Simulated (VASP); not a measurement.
Input of a VASP 6.6.1 run:

File INCAR:

```
SYSTEM = CoSi
PREC     = Accurate       ! precision mode
ENCUT    = 600            ! plane-wave cutoff, eV
EDIFF    = 1E-6           ! SCF threshold, eV
ISMEAR   = -1             ! smearing method
SIGMA    = 0.08           ! smearing width, eV
LREAL    = .FALSE.        ! projectors in reciprocal space
LASPH    = .TRUE.         ! aspherical terms in the spheres
NELM     = 80             ! most SCF steps
ALGO     = Normal         ! electronic algorithm
ISIF     = 3              ! what is computed and relaxed
LWAVE    = .FALSE.        ! write WAVECAR
LCHARG   = .FALSE.        ! write CHGCAR
GGA      = PE             ! functional
IBRION   = 2              ! ionic algorithm
NSW      = 60             ! ionic steps
EDIFFG   = -0.005         ! ionic threshold
PSTRESS  = 680.0
```

File KPOINTS:

```
regular mesh
0
G
  14 14 14
  0 0 0
```

File POSCAR:

```
CoSi
1.0
    0.0000000000      2.2273259035      2.2273259035
    2.2273259035      0.0000000000      2.2273259035
    2.2273259035      2.2273259035      0.0000000000
Co Si
1 1
Direct
    0.0000000000      0.0000000000      0.0000000000
    0.2500000000      0.2500000000      0.2500000000
```

Potentials or basis: VASP PAW PBE potentials, release 64 (Co, Si).

Command:

```console
$ cat potpaw_PBE.64/Co/POTCAR potpaw_PBE.64/Si/POTCAR > POTCAR
$ mpirun -np 1 vasp_std > vasp.out
```

(1) What does it give for the relaxed cell?

(2) What does it give for the space group after relaxing (to 0.1 Å)?

(3) What does it give for the relaxed volume?

Results:

(1) a = 3.232 Å, b = 3.232 Å, c = 3.232 Å, α = 60.00°, β = 60.00°, γ = 60.00°.

(2) F-43m (No. 216).

(3) 11.93 Å³/atom.

Caveat: the cell is relaxed towards a set pressure, so the run minimises the enthalpy, not the energy; the run has no spin polarisation, though such a crystal can be magnetic.
